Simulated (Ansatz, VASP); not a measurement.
## One calculation of Na, two programs

File INCAR:

```
PREC = Accurate ; ENCUT = 520
EDIFF = 1E-8 ; ISMEAR = -1
SIGMA = 0.05 ; LREAL = False
LASPH = True ; NELM = 80
ALGO = Normal ; ISIF = 2
LWAVE = False ; LCHARG = False
GGA = PE ; LEFG = True
NBANDS = 10
```

Contents of KPOINTS:

```
Automatic mesh
0
Gamma
  12 12 12
```

POSCAR

```
Na
1.0
   -2.0539750000      2.0539750000      2.1175000000
    2.0539750000     -2.0539750000      2.1175000000
    2.0539750000      2.0539750000     -2.1175000000
Na
1
Direct
    0.0000000000      0.0000000000      0.0000000000
```

Input for Ansatz:

```yaml
crystal:
  lattice:
    - [-2.053975, 2.053975, 2.1175]
    - [2.053975, -2.053975, 2.1175]
    - [2.053975, 2.053975, -2.1175]
  atoms:
    - { symbol: Na, position: [0.0, 0.0, 0.0] }
kpoints:
  mp_grid: { grid: [12, 12, 12] }
scf:
  occupations: { method: fermi_dirac, width: 0.05 }
hamiltonian:
  xc: pbe
  pseudopotentials: { kind: all_electron, datasets: crystal }
output:
  forces: true
  stress: true
  eigenvalues: true
  efg: { contact_densities: true }
```

Change from the starting cell: equal xx and yy strain of -3 %, crystal datasets.

Alike in both runs: task electric field gradients; functional PBE; k mesh 12 × 12 × 12; occupations fermi-dirac, width 0.05 eV; no spin polarisation.

```csv
,VASP,Ansatz
version,VASP 6.6.1,Ansatz 0.2.0
potentials or method,"VASP PAW PBE potentials, release 64 (Na_pv), cutoff 520 eV","all-electron PAW with datasets made for the crystal, scalar-relativistic"
```

```csv
,VASP,Ansatz,Ansatz less VASP
pressure (GPa),0.3,0.3,+0.01
size of Vzz on the site where it differs most (V/Å²),0.1,0.1,0.00
```

Ansatz ran all-electron here, and VASP with PAW potentials.
